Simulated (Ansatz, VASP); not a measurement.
# One calculation of Ga, two programs

```
Ga
1.0
    -1.42855    1.42855    2.32208
     1.42855   -1.42855    2.32208
     1.42855    1.42855   -2.32208
Ga
1
Direct
  0.00000 0.00000 0.00000
```

Alike in both runs: functional PBE; k mesh 20 × 20 × 20; occupations gaussian, width 0.1 eV; no spin polarisation.

Ansatz relaxed the structure, and its values are those at the end. VASP's run is a single point on that final structure, the one shown.

|  | VASP | Ansatz |
| --- | --- | --- |
| version | VASP 6.6.1 | Ansatz 0.2.0 |
| potentials or method | VASP PAW PBE potentials, release 64 (Ga_d), cutoff 520 eV | scalar-relativistic, plane waves, PAW |
| valence electrons in the cell | 13 | 13 |

|  | VASP | Ansatz | Ansatz less VASP |
| --- | --- | --- | --- |
| gap on the k mesh at the Fermi level (eV) | none | none | - |
| pressure (GPa) | 0.0 | 0.0 | -0.06 |

A gap of «none» marks a metal or a gap that the smearing closes. The functional is the same, so the differences come from potentials, cutoffs and numerics.
